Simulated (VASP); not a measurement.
The system is N.

```
CELL_PARAMETERS angstrom
2.36680 -1.56427 0.00000
2.36680 1.56427 0.00000
0.00000 0.00000 6.38105
ATOMIC_POSITIONS crystal
N 0.85000 0.15000 0.11700
N 0.65000 0.35000 0.61700
N 0.15000 0.85000 0.88300
N 0.35000 0.65000 0.38300
```

- Program: VASP 6.6.1
- Task: relaxation of cell and atoms
- Functional: PBE
- Potentials or basis: VASP PAW PBE potentials, release 64 (N)
- Cutoff: 600 eV
- k mesh: 6 × 6 × 4
- Occupations: gaussian, width 0.1 eV
- Spin: no spin polarisation

At the start: pressure -32.7 GPa; volume 11.81 Å³/atom.

Problem. How do energy, volume and symmetry change on relaxing?

Solution. Over 36 steps the energy falls by 4087.0 meV/atom and the volume is 18.74 Å³/atom (+58.6 %); space group Cmce (No. 64, to 0.05 Å).

Step by step:
```csv
step,energy change (eV),largest force (eV/Å),pressure (GPa),volume (Å³)
1,0.0000,7.1262,-32.66,47.25
2,7.5573,102.3119,350.50,31.86
3,0.6371,2.8150,-32.30,45.90
4,0.1691,4.0673,-32.31,45.17
5,-8.6054,15.0858,-18.79,38.31
6,-12.6514,5.9307,33.44,35.03
7,-12.5586,1.3787,60.40,34.28
8,-12.6956,3.5443,43.41,34.72
9,105.2672,435.8654,703.51,42.83
10,-12.7716,2.9839,62.23,34.83
11,-14.8737,4.8630,32.88,43.84
12,-15.5931,7.0792,23.61,53.06
13,-9.5068,15.2319,-31.44,65.43
14,-15.2163,9.1418,-13.48,56.98
15,-15.8599,3.6236,-0.22,54.93
16,-15.9094,1.8805,3.84,54.45
17,-15.9158,0.9810,5.92,54.22
18,-16.0120,1.2222,4.12,56.40
19,-16.2132,1.7200,0.23,63.27
20,-16.2908,1.8597,-4.18,78.65
21,-16.3160,1.6519,-2.13,71.72
22,-15.9837,8.2469,12.20,73.78
23,-16.3360,0.0904,0.58,72.14
24,-16.3360,0.0437,0.48,72.13
25,-16.3360,0.0142,0.43,72.12
26,-16.3369,0.0131,0.38,72.31
27,-16.3393,0.0138,0.24,72.87
28,-16.3424,0.0200,-0.05,73.99
29,-16.3422,0.0199,-0.59,76.27
30,-16.3434,0.0169,-0.31,75.10
31,-16.3452,0.1060,-0.09,75.06
32,-16.3471,0.3326,0.41,74.94
33,-16.3474,0.2814,0.34,74.94
34,-16.3478,0.1295,0.12,74.94
35,-16.3477,0.1794,-0.32,74.94
36,-16.3480,0.0234,-0.07,74.94
```

Final structure:
```yaml
crystal:
  lattice:
    - [2.82217, -1.86522, 0.00000]
    - [2.82217, 1.86522, 0.00000]
    - [0.00000, 0.00000, 7.11826]
  atoms:
    - { symbol: N, position: [0.90490, 0.09510, 0.06031] }
    - { symbol: N, position: [0.59510, 0.40490, 0.56031] }
    - { symbol: N, position: [0.09510, 0.90490, 0.93969] }
    - { symbol: N, position: [0.40490, 0.59510, 0.43969] }
```

Caveat: the volume moved by over 15 % at a fixed basis, so the end points are rough.
